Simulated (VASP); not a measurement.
# Be in VASP: a series of runs, part 2 of 2

VASP 6.6.1.

**4. Single point, PBE**

Contents of INCAR:

```
  PREC = Accurate
  ENCUT = 520
  EDIFF = 1E-6
  ISMEAR = 0
  SIGMA = 0.02
  LREAL = False
  LASPH = True
  NELM = 100
  ALGO = Fast
  ISIF = 2
  LWAVE = False
  LCHARG = False
  GGA = PE
  NBANDS = 7
```

Contents of KPOINTS:

```
Automatic mesh
0
Gamma
  20 20 20
```

Contents of POSCAR:

```
Be
1.0
    0.0000000000      1.5778609078      1.5778609078
    1.5778609078      0.0000000000      1.5778609078
    1.5778609078      1.5778609078      0.0000000000
Be
1
Direct
    0.0000000000      0.0000000000      0.0000000000
```

Command:

```
cat potpaw_PBE.64/Be/POTCAR > POTCAR
mpirun -np 1 vasp_std > vasp.out
```

It took 14 s on 1 thread of Intel Xeon 8259CL, shared host; peak memory 0.12 GiB.

It converged, with:

| Property | Result |
| --- | --- |
| Free energy | -3.6859 eV |
| Pressure | 0.2 GPa |
| Band gap on the k mesh | zero (bands 1 and 2 overlap by 1.01 eV) |

Levels at points of the mesh, in eV from the Fermi level:
```csv
k point,band 1,band 2,band 3,band 4,band 5,band 6
"(0.00, 0.00, 0.00)",-11.84,19.52,19.52,19.52,29.20,29.20
"(0.50, 0.00, 0.00)",-5.25,0.06,16.58,16.58,26.34,26.34
"(0.50, 0.50, 0.00)",-2.63,3.89,9.60,9.60,15.24,22.85
```

**5. Single point, PBE**

This run uses another cell than the first one: it holds 2 atoms, not 1.

Contents of INCAR:

```
SYSTEM = Be
PREC = Accurate ; ENCUT = 520
EDIFF = 1E-6 ; ISMEAR = 0
SIGMA = 0.1 ; LREAL = .FALSE.
LASPH = .TRUE. ; NELM = 100
ALGO = Fast ; ISIF = 2
LWAVE = .FALSE. ; LCHARG = .FALSE.
GGA = PE ; NBANDS = 9
```

Contents of KPOINTS:

```
regular mesh
0
G
  8 8 4
  0 0 0
```

Contents of POSCAR:

```
Be
1.0
    2.1959994614      0.0256653156      0.3233881265
    0.0249427825      2.2085852018     -0.3335136270
   -0.4933325506     -1.7100038011      3.4616579987
Be
2
Direct
    0.2499702812      0.5001285689      0.7500069901
    0.7500297188      0.4998714311      0.2499930099
```

Potentials or basis: VASP PAW PBE potentials, release 64 (Be).

Command:

```
cat potpaw_PBE.64/Be/POTCAR > POTCAR
mpirun -np 1 vasp_std > vasp.out
```

OUTCAR:

```text
SYSTEM = Be
   PREC = Accurate
   ENCUT = 520
   EDIFF = 1E-6
   ISMEAR = 0
   LREAL = .FALSE.
   LASPH = .TRUE.
   NELM = 100
   ISIF = 2
   GGA = PE

 ion  position               nearest neighbor table
   1  0.250  0.500  0.750-   2 2.24   2 2.24   2 2.24   2 2.24   2 2.25   2 2.25   2 2.25   2 2.25

   2  0.750  0.500  0.250-   1 2.24   1 2.24   1 2.24   1 2.24   1 2.25   1 2.25   1 2.25   1 2.25

  LATTYP: Found a triclinic cell.
 ALAT       =     3.8973423233
 B/A-ratio  =     1.0047971510
 C/A-ratio  =     0.5695757240
 COS(alpha) =     0.0000665661
 COS(beta)  =     0.5700591903
 COS(gamma) =     0.6748748466

  Lattice vectors:

 A1 = (  -2.6643892295,   0.4729160851,   2.8047562452)
 A2 = (  -0.4434469856,   2.7071666025,   2.7946307447)
 A3 = (  -2.1959994614,  -0.0256653156,  -0.3233881265)

Analysis of symmetry for initial positions (statically):
=====================================================================
 Subroutine PRICEL returns:
 Original cell was already a primitive cell.

 Routine SETGRP: Setting up the symmetry group for a
 triclinic supercell.

 Subroutine GETGRP returns: Found  2 space group operations
 (whereof  2 operations were pure point group operations)
 out of a pool of  2 trial point group operations.

The static configuration has the point symmetry S_2 .

Analysis of symmetry for dynamics (positions and initial velocities):
=====================================================================
 Subroutine PRICEL returns:
 Original cell was already a primitive cell.

 Routine SETGRP: Setting up the symmetry group for a
 triclinic supercell.

 Subroutine GETGRP returns: Found  2 space group operations
 (whereof  2 operations were pure point group operations)
 out of a pool of  2 trial point group operations.

The dynamic configuration has the point symmetry S_2 .

 Subroutine INISYM returns: Found  2 space group operations
 (whereof  2 operations are pure point group operations),
 and found     1 'primitive' translations

----------------------------------------------------------------------------------------

                                     Primitive cell

  volume of cell :      15.8774

  direct lattice vectors                    reciprocal lattice vectors
     2.195999461  0.025665316  0.323388126     0.445605854  0.004924598  0.065937465
     0.024942782  2.208585202 -0.333513627    -0.040424752  0.488829584  0.235712945
    -0.493332551 -1.710003801  3.461657999    -0.045523228  0.046636257  0.305428811

  length of vectors
     2.219831575  2.233764105  3.892372812     0.450484826  0.544195842  0.312304440

  position of ions in fractional coordinates (direct lattice)
     0.249970281  0.500128569  0.750006990
     0.750029719  0.499871431  0.249993010

  ion indices of the primitive-cell ions
   primitive index   ion index
                 1           1
                 2           2

----------------------------------------------------------------------------------------

 KPOINTS: regular mesh

Automatic generation of k-mesh.
 Grid dimensions read from file:
 generate k-points for:    8    8    4

 Generating k-lattice:

[... 23 lines left out ...]
 -0.000000  0.125000 -0.000000      2.000000
[... 16 lines left out ...]
  0.125000  0.375000 -0.000000      2.000000
  0.250000  0.375000 -0.000000      2.000000
 [... further k-points ...]
   k-points           NKPTS =    132   k-points in BZ     NKDIM =    132   number of bands    NBANDS=      9
   number of dos      NEDOS =    301   number of ions     NIONS =      2
   total plane-waves  NPLWV =   9720
   dimension x,y,z NGX =    18 NGY =   18 NGZ =   30
   dimension x,y,z NGXF=    36 NGYF=   36 NGZF=   60
   ions per type =               2
   NGX,Y,Z   is equivalent  to a cutoff of  13.48, 13.40, 12.81 a.u.
   NGXF,Y,Z  is equivalent  to a cutoff of  26.96, 26.79, 25.63 a.u.
 SYSTEM =  Be
   PREC   = accura    normal or accurate (medium, high low for compatibility)
   ISTART =      0    job   : 0-new  1-cont  2-samecut
   ICHARG =      2    charge: 1-file 2-atom 10-const
   ISPIN  =      1    spin polarized calculation?
   LNONCOLLINEAR =      F non collinear calculations
   LSORBIT =      F    spin-orbit coupling
   LASPH  =      T    aspherical Exc in radial PAW
   ENCUT  =  520.0 eV  38.22 Ry    6.18 a.u.   4.13  4.15  7.24*2*pi/ulx,y,z
   NELM   =    100;   NELMIN=  2; NELMDL= -5     # of ELM steps
   EDIFF  = 0.1E-05   stopping-criterion for ELM
   LREAL  =      F    real-space projection
   EDIFFG = 0.1E-04   stopping-criterion for IOM
   NSW    =      0    number of steps for IOM
   IBRION =     -1    ionic relax: 0-MD 1-quasi-New 2-CG
   NFREE  =      0    steps in history (QN), initial steepest desc. (CG)
   ISIF   =      2    stress and relaxation
   ISYM   =      2    0-nonsym 1-usesym 2-fastsym
   POTIM  = 0.5000    time-step for ionic-motion
   TEBEG  =    0.0;   TEEND  =   0.0 temperature during run
   PSTRESS=    0.0 pullay stress
   NELECT =       4.0000    total number of electrons
   NUPDOWN=      -1.0000    fix difference up-down
   EMIN   =  10.00;   EMAX   =-10.00  energy-range for DOS
   EFERMI =   0.00;   METHOD = LEGACY
   ISMEAR =     0;   SIGMA  =   0.10  broadening in eV -4-tet -1-fermi 0-gaus
   EFERMI_NEDOS =   21; number of points for ismear=-14 and -15
   IALGO  =     68    algorithm
   IMIX   =      4    mixing-type and parameters
     AMIX     =   0.40;   BMIX     =  1.00
     AMIX_MAG =   1.60;   BMIX_MAG =  1.00
  volume/ion in A,a.u.               =       7.94        53.57
  Fermi-wavevector in a.u.,A,eV,Ry     =   1.033955  1.953892 14.545496  1.069064
  Thomas-Fermi vector in A             =   2.168227
   LORBIT       =      0    0 simple, 1 ext, 2 COOP (PROOUT), +10 PAW based schemes
   GGA     = PE    functional components
   LHFCALC =     F    Hartree Fock is set to
   AEXX    =    0.0000 exact exchange contribution
   IVDW    =     0    specifies the selected vdW correction
   LEPSILON=     F    determine dielectric tensor
   LRPA    =     F    only Hartree local field effects (RPA)
 non-spin polarized calculation
 RMM-DIIS sequential band-by-band and
 Gauss-broadening in eV      SIGMA  =   0.10
  energy-cutoff  :      520.00
  volume of cell :       15.88
 maximum number of plane-waves:       444
 NGX is ok and might be reduce to    18

 number of electron       4.0000000 magnetization

 Free energy of the ion-electron system (eV)
  ---------------------------------------------------
  ext. energy  EPLUGINS =         0.00000000
  ---------------------------------------------------
  free energy    TOTEN  =        -7.39146163 eV

  energy without entropy =       -7.39053602  energy(sigma->0) =       -7.39099882

 E-fermi :   7.5897     XC(G=0): -10.5966

 val. band max:        7.5348708972   @ k =   0.5000   0.0000   0.5000
 cond. band min:       7.6260436553   @ k =   0.1250   0.5000  -0.0000
 fundamental gap:      0.0911727581
 Fermi energy:         7.5896968205

 k-point     1 :       0.0000    0.0000    0.0000
  band No.  band energies     occupation
      1      -4.3409      2.00000
      2       4.5963      2.00000
      3      10.9856      0.00000
      4      17.0897      0.00000
      5      17.3990      0.00000
      6      22.8668      0.00000
      7      26.6112      0.00000
      8      26.8723      0.00000
      9      26.9112      0.00000
[... 265 lines left out ...]
 k-point    24 :       0.2500    0.3750   -0.0000
  band No.  band energies     occupation
      1       1.6583      2.00000
      2       4.1770      2.00000
      3       8.4239      0.00000
      4      11.2011      0.00000
      5      16.6431      0.00000
      6      18.2659      0.00000
      7      20.4772      0.00000
      8      21.5022      0.00000
      9      28.7981      0.00000

 [... further k-points ...]

------------------------ aborting loop because EDIFF is reached ----------------------------------------

  FORCE on cell =-STRESS in cart. coord.  units (eV):
  Direction    XX          YY          ZZ          XY          YZ          ZX
  --------------------------------------------------------------------------------------
  -------------------------------------------------------------------------------------
  Total        0.0232515      0.0356210      0.0243268     -0.0038609     -0.0202653      0.0091882
  in kB        2.3462908      3.5944963      2.4548059     -0.3895969     -2.0449620      0.9271754
  external PRESSURE =       2.7985310 kB  Pullay stress =       0.0000000 kB

 VOLUME and BASIS-vectors are now :
 -----------------------------------------------------------------------------
  energy-cutoff  :      520.00
  volume of cell :       15.88
      direct lattice vectors                 reciprocal lattice vectors
     2.195999461  0.025665316  0.323388126     0.445605854  0.004924598  0.065937465
     0.024942782  2.208585202 -0.333513627    -0.040424752  0.488829584  0.235712945
    -0.493332551 -1.710003801  3.461657999    -0.045523228  0.046636257  0.305428811

 POSITION                                       TOTAL-FORCE (eV/Angst)
 -----------------------------------------------------------------------------------
      0.19141     -0.17152      2.51031         0.000689     -0.002682      0.000331
      1.53620      0.69577      0.94123        -0.000689      0.002682     -0.000331
 -----------------------------------------------------------------------------------
    total drift:                                0.000000      0.000000     -0.000000

  FREE ENERGIE OF THE ION-ELECTRON SYSTEM (eV)
  ---------------------------------------------------
  free  energy   TOTEN  =        -7.3914616287 eV

  energy  without entropy=       -7.3905360172  energy(sigma->0) =       -7.39099882
```

OSZICAR:

```text
N       E                     dE             d eps       ncg     rms          rms(c)
DAV:   1    -0.291422835935E+01   -0.29142E+01   -0.17438E+03  2400   0.365E+02
DAV:   2    -0.740851987198E+01   -0.44943E+01   -0.43855E+01  3488   0.533E+01
DAV:   3    -0.745004642385E+01   -0.41527E-01   -0.41450E-01  2678   0.357E+00
DAV:   4    -0.745010285954E+01   -0.56436E-04   -0.56433E-04  2954   0.136E-01
DAV:   5    -0.745010289043E+01   -0.30889E-07   -0.31317E-07  2702   0.312E-03    0.109E+00
RMM:   6    -0.740793910326E+01    0.42164E-01   -0.45754E-03  2435   0.734E-01    0.674E-01
RMM:   7    -0.739147218043E+01    0.16467E-01   -0.54169E-03  2501   0.742E-01    0.241E-02
RMM:   8    -0.739146047029E+01    0.11710E-04   -0.29314E-04  2693   0.156E-01    0.107E-02
RMM:   9    -0.739146356603E+01   -0.30957E-05   -0.12463E-05  2788   0.247E-02    0.434E-03
RMM:  10    -0.739146255775E+01    0.10083E-05   -0.85277E-07  2541   0.841E-03    0.205E-03
RMM:  11    -0.739146162868E+01    0.92907E-06   -0.19019E-07  2285   0.357E-03
   1 F= -.73914616E+01 E0= -.73909988E+01  d E =-.925611E-03
```

stdout:

```text
POSCAR found type information on POSCAR Be
 POSCAR found :  1 types and       2 ions
 scaLAPACK will be used
 LDA part: xc-table for (Slater+PW92), standard interpolation
 POSCAR, INCAR and KPOINTS ok, starting setup
 FFT: planning ... GRIDC
 FFT: planning ... GRID_SOFT
 FFT: planning ... GRID
 WAVECAR not read
 entering main loop
```

Wall time 18 s (1 thread of Intel Xeon 8259CL, shared host); peak memory 0.13 GiB.

Results:

```
Free energy            : -7.3915 eV
Pressure               : 0.3 GPa
Band gap on the k mesh : zero (bands 2 and 3 overlap by 1.09 eV)
```

Forces on the atoms (eV/Å):
```
Be   0.001 -0.003  0.000
Be  -0.001  0.003  0.000
```

Caveat: the k points lie up to 0.43 Å⁻¹ apart, too coarse for converged energies and pressures of a metal.

**6. Single point, PBE**

This run uses another cell than the first one: it holds 4 atoms, not 1.

Contents of INCAR:

```
SYSTEM = Be
ALGO = Normal
EDIFF = 1E-7
ENCUT = 520
GGA = PE
ISIF = 2
ISMEAR = 0
LASPH = .True.
LCHARG = .True.
LELF = .True.
LREAL = .False.
LVHAR = .True.
LWAVE = .False.
NBANDS = 12
NELM = 60
PREC = Accurate
SIGMA = 0.2
```

Contents of KPOINTS:

```
k-points
0
Gamma
  10 6 6
  0 0 0
```

Contents of POSCAR:

```
Be
1.0
   -1.5784156083      0.0000000000     -1.5784156083
   -1.5784156083     -3.1568312165      1.5784156083
   -1.5784156083      3.1568312165      1.5784156083
Be
4
Direct
    0.0000000000      0.0000000000      0.0000000000
    0.5000000000      0.5000000000      1.0000000000
    0.5000000000      1.0000000000      0.5000000000
    0.0000000000      0.5000000000      0.5000000000
```

Potentials or basis: VASP PAW PBE potentials, release 64 (Be).

Command:

```
cat potpaw_PBE.64/Be/POTCAR > POTCAR
mpirun -np 1 vasp_std > vasp.out
```

Wall time 33 s (1 thread of Intel Xeon 8259CL, shared host); peak memory 0.15 GiB.

It converged, with:

```
Free energy            : -14.7468 eV
Pressure               : 0.2 GPa
Band gap on the k mesh : zero (bands 4 and 5 overlap by 1.01 eV)
```

Levels at points of the mesh, in eV from the Fermi level:
```
           k point  band 2  band 3  band 4  band 5  band 6  band 7
(0.00, 0.00, 0.00)   -5.26   -5.26   -2.64    0.05    0.05    3.88
(0.50, 0.00, 0.00)   -6.29    1.00    1.00    1.00    1.00    3.17
(0.00, 0.50, 0.00)   -9.78   -4.35   -4.35    2.69    2.69    9.22
(0.50, 0.50, 0.00)   -4.35   -4.35   -4.35    2.69    2.69    2.69
(0.00, 0.50, 0.50)   -9.06   -6.29   -6.29    4.60    4.60    9.71
(0.50, 0.50, 0.50)   -5.26   -2.64   -2.64    0.05    0.05    3.88
```

**7. The runs side by side**

```csv
cell,k mesh,smearing,gap on the mesh (eV),pressure (GPa)
"a = 2.231 Å, angles 60.0°, 1 atom, atomic positions A",20 × 20 × 20,gaussian 0.02 eV,none,0.2
"a = 2.220, b = 2.234, c = 3.892 Å, angles 124.7, 90.1, 90.0°, 2 atoms, atomic positions B",8 × 8 × 4,gaussian 0.1 eV,none,0.3
"a = 2.232, b = 3.866, c = 3.866 Å, angles 109.5, 90.0, 90.0°, 4 atoms, atomic positions C",10 × 6 × 6,gaussian 0.2 eV,none,0.2
```

Alike in all rows: task single point; level PBE; potentials or basis VASP PAW PBE potentials, release 64 (Be); no spin polarisation; cutoff (eV) 520.

Caveats: some runs use coarse meshes.

Absolute energies hang on the potentials; compare differences alone.
